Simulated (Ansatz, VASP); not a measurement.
## Au in VASP and in Ansatz

```
Au
1.0
     2.64509    0.00000    0.00000
     0.00000    2.64509    0.00000
     0.00000    0.00000    2.64509
Au
1
Direct
  0.00000 0.00000 0.00000
```

Alike in both runs: task single point; functional r2SCAN; k mesh 13 × 13 × 13; occupations fermi-dirac, width 0.1 eV; no spin polarisation.

|  | VASP | Ansatz |
| --- | --- | --- |
| version | VASP 6.6.1 | Ansatz 0.2.0 |
| potentials or method | VASP PAW PBE potentials, release 64 (Au), cutoff 520 eV | plane waves (500 eV) with PAW, scalar-relativistic |
| valence electrons in the cell | 11 | 19 |

Ansatz gave:

* pressure (GPa): 12.9

What did VASP give for the same quantities?

Pressure (GPa): 13.3.

VASP's potentials were made for PBE, not for r2SCAN. The functional is the same, so the differences come from potentials, cutoffs and numerics. VASP's potentials hold 11 valence electrons a cell and Ansatz's 19, so a difference there can come from the potentials and not from the codes.

Spin-orbit coupling is off throughout.
